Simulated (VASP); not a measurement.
Here is a VASP 6.6.1 calculation.

File INCAR:

```
  PREC = Accurate
  ENCUT = 520
  EDIFF = 1E-6
  ISMEAR = 0
  SIGMA = 0.15
  LREAL = F
  LASPH = T
  NELM = 80
  ALGO = Normal
  ISIF = 2
  LWAVE = F
  LCHARG = F
  GGA = PS
  NBANDS = 21
```

KPOINTS

```
regular mesh
0
Gamma
  12 12 8
```

Contents of POSCAR:

```
Ge
1.0
   -0.0005111090     -0.0001095325     -2.6432391121
    2.8284127553     -0.0007387915     -0.0005516599
    0.0006229344     -4.9287450551      0.0001938721
Ge
2
Direct
   -0.0001185177      0.5131757133      0.0000140477
    0.0001185177     -0.0131757133      0.4999859523
```

Potentials or basis: VASP PAW PBE potentials, release 64 (Ge_d).

Command:

```bash
$ cat potpaw_PBE.64/Ge_d/POTCAR > POTCAR
$ mpirun -np 1 vasp_std > vasp.out
```

Estimate the band gap on the k mesh.

zero (bands 14 and 15 overlap by 6.80 eV).

Predict the pressure.

-0.1 GPa.

Stress tensor (GPa, compression positive):
```
-0.11  0.01  0.00
 0.01 -0.06  0.00
 0.00  0.00 -0.19
```

Caveat: the PAW data sets were made with another functional, which shifts forces and pressure a little.
